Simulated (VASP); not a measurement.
# KTaO3 (Pm-3m) in VASP: notebook, part 2 of 3

VASP 6.6.1. The steps go on from the part before.

**3. Single point, r2SCAN**

Contents of POSCAR:

```
KTaO3
1.0
    3.9901309440      0.0000000000      0.0000000000
    0.0000000000      3.9901309440      0.0000000000
    0.0000000000      0.0000000000      3.9901309440
K Ta O
1 1 3
Direct
    0.5000000000      0.5000000000      0.5000000000
    0.0000000000      0.0000000000      0.0000000000
    0.5000000000      0.0000000000      0.0000000000
    0.0000000000      0.5000000000      0.0000000000
    0.0000000000      0.0000000000      0.5000000000
```

Contents of INCAR.step1:

```
PREC     = Accurate       # precision mode
ENCUT    = 520            # plane-wave cutoff, eV
ISMEAR   = 0              # smearing method
SIGMA    = 0.01           # smearing width, eV
LREAL    = False          # projectors in reciprocal space
LASPH    = True           # aspherical terms in the spheres
NELM     = 80             # most SCF steps
NBANDS   = 27             # bands
GGA      = PE             # functional
ALGO     = Normal         # electronic algorithm
EDIFF    = 1E-4           # SCF threshold, eV
LWAVE    = True           # write WAVECAR
LCHARG   = False          # write CHGCAR
```

Contents of INCAR.step2:

```
PREC     = Accurate       # precision mode
ENCUT    = 520            # plane-wave cutoff, eV
EDIFF    = 1E-7           # SCF threshold, eV
ISMEAR   = 0              # smearing method
SIGMA    = 0.01           # smearing width, eV
LREAL    = False          # projectors in reciprocal space
LASPH    = True           # aspherical terms in the spheres
NELM     = 80             # most SCF steps
ALGO     = Normal         # electronic algorithm
ISIF     = 2              # what is computed and relaxed
LWAVE    = False          # write WAVECAR
LCHARG   = False          # write CHGCAR
METAGGA  = R2SCAN         # meta-GGA
LMIXTAU  = True         
NBANDS   = 27             # bands
ISTART   = 1
```

Contents of KPOINTS:

```
Automatic mesh
0
Gamma
  6 6 6
```

Potentials or basis: VASP PAW PBE potentials, release 64 (K_sv, Ta_pv, O).

Command:

```
> cat potpaw_PBE.64/K_sv/POTCAR potpaw_PBE.64/Ta_pv/POTCAR potpaw_PBE.64/O/POTCAR > POTCAR
> cp INCAR.step1 INCAR
> mpirun -np 1 vasp_std > vasp.out
> cp INCAR.step2 INCAR
> mpirun -np 1 vasp_std > vasp.out
```

OUTCAR:

```text
PREC = Accurate
   ENCUT = 520
   EDIFF = 1E-7
   ISMEAR = 0
   LREAL = False
   LASPH = True
   NELM = 80
   ISIF = 2
   METAGGA = R2SCAN
   ISTART = 1

 ion  position               nearest neighbor table
   1  0.500  0.500  0.500-   3 2.82   4 2.82   5 2.82   3 2.82   4 2.82   3 2.82   5 2.82   3 2.82
                             4 2.82   5 2.82   4 2.82   5 2.82   2 3.46   2 3.46   2 3.46   2 3.46
   2  0.000  0.000  0.000-   3 2.00   4 2.00   5 2.00   5 2.00   4 2.00   3 2.00   1 3.46   1 3.46
                             1 3.46   1 3.46   1 3.46   1 3.46   1 3.46   1 3.46
   3  0.500  0.000  0.000-   2 2.00   2 2.00   1 2.82   1 2.82   1 2.82   1 2.82
   4  0.000  0.500  0.000-   2 2.00   2 2.00   1 2.82   1 2.82   1 2.82   1 2.82
   5  0.000  0.000  0.500-   2 2.00   2 2.00   1 2.82   1 2.82   1 2.82   1 2.82

  LATTYP: Found a simple cubic cell.
 ALAT       =     3.9901309440

  Lattice vectors:

 A1 = (   3.9901309440,   0.0000000000,   0.0000000000)
 A2 = (   0.0000000000,   3.9901309440,   0.0000000000)
 A3 = (   0.0000000000,   0.0000000000,   3.9901309440)

Analysis of symmetry for initial positions (statically):
=====================================================================
 Subroutine PRICEL returns:
 Original cell was already a primitive cell.

 Routine SETGRP: Setting up the symmetry group for a
 simple cubic supercell.

 Subroutine GETGRP returns: Found 48 space group operations
 (whereof 48 operations were pure point group operations)
 out of a pool of 48 trial point group operations.

The static configuration has the point symmetry O_h .

Analysis of symmetry for dynamics (positions and initial velocities):
=====================================================================
 Subroutine PRICEL returns:
 Original cell was already a primitive cell.

 Routine SETGRP: Setting up the symmetry group for a
 simple cubic supercell.

 Subroutine GETGRP returns: Found 48 space group operations
 (whereof 48 operations were pure point group operations)
 out of a pool of 48 trial point group operations.

The dynamic configuration has the point symmetry O_h .

 Subroutine INISYM returns: Found 48 space group operations
 (whereof 48 operations are pure point group operations),
 and found     1 'primitive' translations

----------------------------------------------------------------------------------------

                                     Primitive cell

  volume of cell :      63.5275

  direct lattice vectors                    reciprocal lattice vectors
     3.990130944  0.000000000  0.000000000     0.250618342  0.000000000  0.000000000
     0.000000000  3.990130944  0.000000000     0.000000000  0.250618342  0.000000000
     0.000000000  0.000000000  3.990130944     0.000000000  0.000000000  0.250618342

  length of vectors
     3.990130944  3.990130944  3.990130944     0.250618342  0.250618342  0.250618342

  position of ions in fractional coordinates (direct lattice)
     0.500000000  0.500000000  0.500000000
     0.000000000  0.000000000  0.000000000
     0.500000000  0.000000000  0.000000000
     0.000000000  0.500000000  0.000000000
     0.000000000  0.000000000  0.500000000

  ion indices of the primitive-cell ions
   primitive index   ion index
                 1           1
                 2           2
[... 31 lines left out ...]
            Coordinates               Weight
  0.000000  0.000000  0.000000      1.000000
  0.166667  0.000000  0.000000      6.000000
  0.333333  0.000000  0.000000      6.000000
  0.500000  0.000000  0.000000      3.000000
  0.166667  0.166667  0.000000     12.000000
  0.333333  0.166667  0.000000     24.000000
[... 12 lines left out ...]
  0.500000  0.500000  0.333333      6.000000
  0.500000  0.500000  0.500000      1.000000
   k-points           NKPTS =     20   k-points in BZ     NKDIM =     20   number of bands    NBANDS=     27
   number of dos      NEDOS =    301   number of ions     NIONS =      5
   total plane-waves  NPLWV =  27000
   dimension x,y,z NGX =    30 NGY =   30 NGZ =   30
   dimension x,y,z NGXF=    60 NGYF=   60 NGZF=   60
   ions per type =               1   1   3
   NGX,Y,Z   is equivalent  to a cutoff of  12.50, 12.50, 12.50 a.u.
   NGXF,Y,Z  is equivalent  to a cutoff of  25.00, 25.00, 25.00 a.u.
 SYSTEM =  unknown system
   PREC   = accura    normal or accurate (medium, high low for compatibility)
   ISTART =      1    job   : 0-new  1-cont  2-samecut
   ICHARG =      0    charge: 1-file 2-atom 10-const
   ISPIN  =      1    spin polarized calculation?
   LNONCOLLINEAR =      F non collinear calculations
   LSORBIT =      F    spin-orbit coupling
   LASPH  =      T    aspherical Exc in radial PAW
   ENCUT  =  520.0 eV  38.22 Ry    6.18 a.u.   7.42  7.42  7.42*2*pi/ulx,y,z
   NELM   =     80;   NELMIN=  2; NELMDL=  0     # of ELM steps
   EDIFF  = 0.1E-06   stopping-criterion for ELM
   LREAL  =      F    real-space projection
   EDIFFG = 0.1E-05   stopping-criterion for IOM
   NSW    =      0    number of steps for IOM
   IBRION =     -1    ionic relax: 0-MD 1-quasi-New 2-CG
   NFREE  =      0    steps in history (QN), initial steepest desc. (CG)
   ISIF   =      2    stress and relaxation
   ISYM   =      2    0-nonsym 1-usesym 2-fastsym
   POTIM  = 0.5000    time-step for ionic-motion
   TEBEG  =    0.0;   TEEND  =   0.0 temperature during run
   PSTRESS=    0.0 pullay stress
   NELECT =      38.0000    total number of electrons
   NUPDOWN=      -1.0000    fix difference up-down
   EMIN   =  10.00;   EMAX   =-10.00  energy-range for DOS
   EFERMI =   0.00;   METHOD = LEGACY
   ISMEAR =     0;   SIGMA  =   0.01  broadening in eV -4-tet -1-fermi 0-gaus
   EFERMI_NEDOS =   21; number of points for ismear=-14 and -15
   IALGO  =     38    algorithm
   IMIX   =      4    mixing-type and parameters
     AMIX     =   0.40;   BMIX     =  1.00
     AMIX_MAG =   1.60;   BMIX_MAG =  1.00
  volume/ion in A,a.u.               =      12.71        85.74
  Fermi-wavevector in a.u.,A,eV,Ry     =   1.379375  2.606640 25.887454  1.902674
  Thomas-Fermi vector in A             =   2.504350
   LORBIT       =      0    0 simple, 1 ext, 2 COOP (PROOUT), +10 PAW based schemes
   METAGGA = R2SCAN    functional components
   LHFCALC =     F    Hartree Fock is set to
   AEXX    =    0.0000 exact exchange contribution
   IVDW    =     0    specifies the selected vdW correction
   LEPSILON=     F    determine dielectric tensor
   LRPA    =     F    only Hartree local field effects (RPA)
 non-spin polarized calculation
 Gauss-broadening in eV      SIGMA  =   0.01
  energy-cutoff  :      520.00
  volume of cell :       63.53
 maximum number of plane-waves:      1743
 NGX is ok and might be reduce to    30
   NGX = 15   NGY = 15   NGZ = 15

 number of electron      37.9999976 magnetization

 Free energy of the ion-electron system (eV)
  ---------------------------------------------------
  ext. energy  EPLUGINS =         0.00000000
  ---------------------------------------------------
  free energy    TOTEN  =       -87.16250020 eV

  energy without entropy =      -87.16250020  energy(sigma->0) =      -87.16250020

 E-fermi :   1.5245     XC(G=0): -11.5498

 val. band max:        1.4103933125   @ k =   0.5000   0.5000   0.5000
 cond. band min:       4.0049135145   @ k =   0.0000   0.0000   0.0000
 fundamental gap:      2.5945202020
 Fermi energy:         1.5244842730

 k-point     1 :       0.0000    0.0000    0.0000
  band No.  band energies     occupation
      1     -33.8759      2.00000
      2     -33.8759      2.00000
      3     -33.8759      2.00000
      4     -27.0405      2.00000
      5     -17.1366      2.00000
      6     -16.4685      2.00000
[... 589 lines left out ...]
     26      12.4830      0.00000
     27      13.2673      0.00000

------------------------ aborting loop because EDIFF is reached ----------------------------------------

  FORCE on cell =-STRESS in cart. coord.  units (eV):
  Direction    XX          YY          ZZ          XY          YZ          ZX
  --------------------------------------------------------------------------------------
  -------------------------------------------------------------------------------------
  Total        0.3656464      0.3656464      0.3656464     -0.0000000     -0.0000000      0.0000000
  in kB        9.2216878      9.2216878      9.2216878     -0.0000000     -0.0000000      0.0000000
  external PRESSURE =       9.2216878 kB  Pullay stress =       0.0000000 kB

 VOLUME and BASIS-vectors are now :
 -----------------------------------------------------------------------------
  energy-cutoff  :      520.00
  volume of cell :       63.53
      direct lattice vectors                 reciprocal lattice vectors
     3.990130944  0.000000000  0.000000000     0.250618342  0.000000000  0.000000000
     0.000000000  3.990130944  0.000000000     0.000000000  0.250618342  0.000000000
     0.000000000  0.000000000  3.990130944     0.000000000  0.000000000  0.250618342

 POSITION                                       TOTAL-FORCE (eV/Angst)
 -----------------------------------------------------------------------------------
      1.99507      1.99507      1.99507         0.000000      0.000000      0.000000
      0.00000      0.00000      0.00000         0.000000      0.000000      0.000000
      1.99507      0.00000      0.00000         0.000000      0.000000      0.000000
      0.00000      1.99507      0.00000         0.000000      0.000000      0.000000
      0.00000      0.00000      1.99507         0.000000      0.000000      0.000000
 -----------------------------------------------------------------------------------
    total drift:                                0.000000     -0.000000      0.000000

  FREE ENERGIE OF THE ION-ELECTRON SYSTEM (eV)
  ---------------------------------------------------
  free  energy   TOTEN  =       -87.1625001984 eV

  energy  without entropy=      -87.1625001984  energy(sigma->0) =      -87.16250020
```

It took 90 s on 1 thread of Intel Xeon 6975P-C (Granite Rapids), shared host; peak memory 0.19 GiB.

What came out:

```
Free energy            : -87.1625 eV
Pressure               : 0.9 GPa
Band gap on the k mesh : 2.59 eV, indirect (least direct gap 3.25 eV)
```

Levels at points of the mesh, in eV from the valence-band top:
| k point | band 15 | band 16 | band 17 | band 18 | band 19 | band 20 | band 21 | band 22 | band 23 | band 24 |
| --- | --- | --- | --- | --- | --- | --- | --- | --- | --- | --- |
| (0.00, 0.00, 0.00) | -1.09 | -1.09 | -0.65 | -0.65 | -0.65 | 2.59 | 2.59 | 2.59 | 7.05 | 7.05 |
| (0.50, 0.00, 0.00) | -2.40 | -2.15 | -1.54 | -0.89 | -0.89 | 2.75 | 5.43 | 5.43 | 7.08 | 9.09 |
| (0.50, 0.50, 0.00) | -2.82 | -1.74 | -1.46 | -1.46 | -0.04 | 5.46 | 5.46 | 6.77 | 8.09 | 10.81 |
| (0.50, 0.50, 0.50) | -3.96 | -3.96 | 0.00 | 0.00 | 0.00 | 6.91 | 6.91 | 6.91 | 9.66 | 9.66 |

Caveat: the PAW data sets were made with another functional, which shifts forces and pressure a little; spin-orbit coupling is left out, which moves the levels of the heavy elements.

(Part 2 of 3 ends here.)
